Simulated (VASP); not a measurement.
Here is a VASP 6.6.1 calculation.

File INCAR:

```
PREC = Accurate
ENCUT = 520
EDIFF = 1E-7
ISMEAR = 0
SIGMA = 0.15
LREAL = False
LASPH = True
NELM = 80
ALGO = Fast
ISIF = 2
LWAVE = False
LCHARG = False
GGA = PE
IVDW = 12
NBANDS = 14
```

KPOINTS

```
regular mesh
0
Gamma
  18 18 18
```

The input POSCAR:

```
Bi
1.0
   -1.9908662169      1.9908662169      1.8475238493
    1.9908662169     -1.9908662169      1.8475238493
    1.9908662169      1.9908662169     -1.8475238493
Bi
1
Direct
    0.0000000000      0.0000000000      0.0000000000
```

Potentials or basis: VASP PAW PBE potentials, release 64 (Bi_d).

Command:

```sh
$ cat potpaw_PBE.64/Bi_d/POTCAR > POTCAR
$ mpirun -np 1 vasp_std > vasp.out
```

Q: Predict the band gap on the k mesh.

A: Zero (an odd number of electrons rules out a gap without spin polarisation).

Q: What does it give for the pressure?

A: 1.9 GPa.

Stress tensor (GPa, compression positive):
```
1.56 0.00 0.00
0.00 1.56 0.00
0.00 0.00 2.51
```

Caveat: spin-orbit coupling is left out, which moves the levels of the heavy elements.
